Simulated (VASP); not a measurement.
Input of a VASP 6.6.1 run:

File INCAR:

```
ALGO = Normal ; DIPOL = 0.5 0.5 0.394
EDIFF = 1E-6 ; ENCUT = 520
GGA = PE ; IDIPOL = 3
ISIF = 2 ; ISMEAR = 0
IVDW = 12 ; LASPH = T
LCHARG = F ; LDIPOL = T
LREAL = F ; LWAVE = F
NBANDS = 31 ; NELM = 100
PREC = Accurate ; SIGMA = 0.05
```

The input KPOINTS:

```
k-points
0
Gamma
  9 9 1
```

The input POSCAR:

```
PtSe2
1.0
    3.7070357954      0.0000000000      0.0000000000
   -1.8535178977      3.2103871715      0.0000000000
    0.0000000000      0.0000000000     22.7981616618
Se Pt
4 2
Direct
    0.6666666667      0.3333333333      0.1973843359
    0.3333333333      0.6666666667      0.3135814605
    0.3333333333      1.0000000000      0.4741207204
    0.0000000000      1.3333333333      0.5903178450
    0.0000000000      0.0000000000      0.2554828982
   -0.3333333333      0.6666666667      0.5322192827
```

Potentials or basis: VASP PAW PBE potentials, release 64 (Se, Pt).

Command:

```sh
$ cat potpaw_PBE.64/Se/POTCAR potpaw_PBE.64/Pt/POTCAR > POTCAR
$ mpirun -np 1 vasp_std > vasp.out
```

(1) What does it give for the largest force?

(2) Estimate the dispersion energy per atom.

Results:

(1) 0.067 eV/Å.

(2) -0.339 eV.

Caveat: the cell differs from its parent crystal (layers slid over each other).
